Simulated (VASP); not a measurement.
Write the native input for VASP 6.6.1 that does the following.

```
Task                   : single point
Functional             : BLYP
Potentials or basis    : VASP PAW PBE potentials, release 64 (Pd)
Cutoff                 : 500 eV
k mesh                 : 10 × 10 × 10
Occupations            : fermi-dirac, width 0.05 eV
Spin                   : collinear spin
Starting moments       : [0.423, 0.423] μB
Dipole correction      : no
Further INCAR settings : ALGO = Normal; EDIFF = 1e-06; NBANDS = 21
```

The structure of Pd lies in POSCAR:

```
Pd
1.0
    0.0000000000      3.0039071239      3.0039071239
    3.0039071239      0.0000000000      3.0039071239
    3.0039071239      3.0039071239      0.0000000000
Pd
2
Direct
    0.1250000000      0.1250000000      0.1250000000
    0.8750000000      0.8750000000      0.8750000000
```

This isn't the form of Pd at room conditions, which is fcc.

The input as run:

INCAR

```
SYSTEM = Pd
AGGAC = 1.0 ; AGGAX = 1.0
ALDAC = 0.0 ; ALDAX = 1.0
ALGO = Normal ; EDIFF = 1E-6
ENCUT = 500 ; GGA = B5
GGA_COMPAT = .FALSE. ; ISIF = 2
ISMEAR = -1 ; ISPIN = 2
LASPH = .TRUE. ; LCHARG = .FALSE.
LMAXMIX = 4 ; LORBIT = 11
LREAL = .FALSE. ; LWAVE = .FALSE.
MAGMOM = 0.423 0.423 ; NBANDS = 21
NELM = 200 ; PREC = Accurate
SIGMA = 0.05
```

KPOINTS

```
k-points
0
G
  10 10 10
  0 0 0
```

Potentials or basis: VASP PAW PBE potentials, release 64 (Pd).

Launch:

```bash
$ cat potpaw_PBE.64/Pd/POTCAR > POTCAR
$ mpirun -np 1 vasp_std > vasp.out
```

Results of the run:

```yaml
Pressure: -1.9 GPa
Net_moment: 0.87 μB per cell
Site_moments: Pd +0.43 μB
Valence_electrons_inside_the_program's_atomic_spheres: Pd 9.19
```

Caveat: the PAW data sets were made with another functional, which shifts forces and pressure a little.

Wall time 42 s on 1 thread of Intel(R) Xeon(R) Platinum 8488C (Sapphire Rapids), on a shared host, peak memory 0.24 GiB.
